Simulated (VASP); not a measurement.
Input of a VASP 6.6.1 run:

Contents of INCAR:

```
ALGO = Normal
EDIFF = 1E-7
ENCUT = 520
GGA = PE
ISIF = 2
ISMEAR = 0
LASPH = True
LCHARG = True
LDAU = True
LDAUJ = 0 0 0
LDAUL = -1 2 -1
LDAUPRINT = 1
LDAUTYPE = 2
LDAUU = 0 4 0
LELF = True
LMAXMIX = 4
LREAL = False
LVHAR = True
LWAVE = False
NBANDS = 28
NELM = 150
PREC = Accurate
SIGMA = 0.02
```

The input KPOINTS:

```
k-points
0
Gamma
  6 6 6
```

The input POSCAR:

```
BaTiO3
1.0
    2.8061815292      1.6201496613      2.2912860928
   -2.8061815292      1.6201496613      2.2912860928
    0.0000000000     -3.2402993225      2.2912860928
Ba Ti O
1 1 3
Direct
   -0.0042192847     -0.0042192847     -0.0042192847
    0.4958508896      0.4958508896      0.4958508896
    0.4956998825      0.4956998825      0.9956686301
    0.4956998825      0.9956686301      0.4956998825
    0.9956686301      0.4956998825      0.4956998825
```

Potentials or basis: VASP PAW PBE potentials, release 64 (Ba_sv, Ti_sv, O).

Command:

```bash
$ cat potpaw_PBE.64/Ba_sv/POTCAR potpaw_PBE.64/Ti_sv/POTCAR potpaw_PBE.64/O/POTCAR > POTCAR
$ mpirun -np 1 vasp_std > vasp.out
```

Estimate the band gap on the k mesh.

2.27 eV, indirect (least direct gap 2.44 eV).

What does it give for the pressure?

12.2 GPa.

Eigenvalues of the final occupation matrices:
| site | spin | trace | eigenvalues |
| --- | --- | --- | --- |
| site 2 d | 1 | 0.80 | 0.11 0.11 0.11 0.24 0.24 |
| site 2 d | 2 | 0.80 | 0.11 0.11 0.11 0.24 0.24 |

Caveat: spin-orbit coupling is left out, which moves the levels of the heavy elements. A k mesh can miss the band edges.
